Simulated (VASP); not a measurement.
The system is ScAl3.

```xyz
4
Lattice="2.8289 -4.0844 0.0000 2.8289 4.0844 0.0000 -0.1196 0.0000 2.8264" Properties=species:S:1:pos:R:3 pbc="T T T"
Sc    2.8289    0.0000    0.0000
Al    0.0000    0.0000    0.0000
Al    1.3546   -2.0422    1.4132
Al    1.3546    2.0422    1.4132
```

| Quantity | Value |
| --- | --- |
| Program | VASP 6.6.1 |
| Task | relaxation of cell and atoms |
| Functional | PBE |
| Potentials or basis | VASP PAW PBE potentials, release 64 (Sc_sv, Al) |
| Cutoff | 600 eV |
| k mesh | 4 × 4 × 6 |
| Occupations | gaussian, width 0.1 eV |
| Spin | no spin polarisation |

At the start: pressure 9.6 GPa; volume 16.33 Å³/atom.

Problem. How do energy, volume and symmetry change on relaxing?

Solution. Over 7 steps the energy falls by 60.9 meV/atom and the volume is 18.07 Å³/atom (+10.7 %); space group Cmmm (No. 65, to 0.05 Å).

Step by step:
| step | energy change (eV) | largest force (eV/Å) | pressure (GPa) | volume (Å³) |
| --- | --- | --- | --- | --- |
| 1 | 0.0000 | 0.0000 | 9.62 | 65.32 |
| 2 | -0.2147 | 0.0000 | -2.68 | 74.99 |
| 3 | -0.2320 | 0.0000 | -0.44 | 72.69 |
| 4 | -0.2319 | 0.0000 | -0.61 | 72.85 |
| 5 | -0.2421 | 0.0000 | -0.24 | 72.53 |
| 6 | -0.2427 | 0.0000 | -0.11 | 72.42 |
| 7 | -0.2437 | 0.0000 | 0.05 | 72.27 |

Final structure:
```xyz
4
Lattice="2.8539 -4.2660 0.0553 2.8539 4.2660 0.0553 -0.0647 0.0000 2.9669" Properties=species:S:1:pos:R:3 pbc="T T T"
Sc    2.7892    0.0000    3.0222
Al    0.0000    0.0000    0.0000
Al    1.3946   -2.1330    1.5111
Al    1.3946    2.1330    1.5111
```

Caveat: the k points lie up to 0.35 Å⁻¹ apart in the final cell.
